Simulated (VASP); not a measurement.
Set up this calculation in VASP 6.6.1, as the native input.

```yaml
Task: single point
Functional: PBEsol
Potentials_or_basis: VASP PAW PBE potentials, release 64 (Ga_d, P)
Cutoff: 520 eV
k_mesh: 1 × 1 × 15
Occupations: gaussian, width 0.05 eV
Spin: collinear spin, ferromagnetic start
Starting_moments: "[0.5, 0.5, 0.5, 0.5] μB"
Dipole_correction: no
Further_INCAR_settings: ALGO = Normal; EDIFF = 1e-06; NBANDS = 30
```

The structure of GaP lies in POSCAR:

```
GaP
1.0
   11.2000000000      0.0000000000      0.0000000000
    0.0000000000      9.3000000000      0.0000000000
    0.0000000000      0.0000000000      4.3940213532
Ga P
2 2
Direct
    0.4249147725      0.5000000000      0.0000000000
    0.5750852275      0.5000000000      0.5000000000
    0.3664636386      0.5000000000      0.5000000000
    0.6335363614      0.5000000000      0.0000000000
```

These files were run (other wordings do the same):

INCAR

```
SYSTEM = GaP
PREC = Accurate
ENCUT = 520
EDIFF = 1E-6
ISMEAR = 0
SIGMA = 0.05
LREAL = .FALSE.
LASPH = .TRUE.
NELM = 150
ALGO = Normal
ISIF = 2
LWAVE = .FALSE.
LCHARG = .FALSE.
ISPIN = 2
MAGMOM = 0.5 0.5 0.5 0.5
LORBIT = 11
GGA = PS
NBANDS = 30
```

KPOINTS

```
regular mesh
0
G
  1 1 15
  0 0 0
```

Potentials or basis: VASP PAW PBE potentials, release 64 (Ga_d, P).

Run with:

```bash
$ cat potpaw_PBE.64/Ga_d/POTCAR potpaw_PBE.64/P/POTCAR > POTCAR
$ mpirun -np 1 vasp_std > vasp.out
```

Results of the run:

- Largest force: 0.010 eV/Å
- Band gap on the k mesh: 0.44 eV, indirect (least direct gap 0.61 eV)
- Net moment: 0.00 μB per cell
- Valence electrons inside the program's atomic spheres: Ga 11.66; P 2.49

Caveat: the PAW data sets were made with another functional, which shifts forces and pressure a little.

Wall time 12 min on 1 thread of AMD EPYC 7R13, on a shared host, peak memory 0.66 GiB.
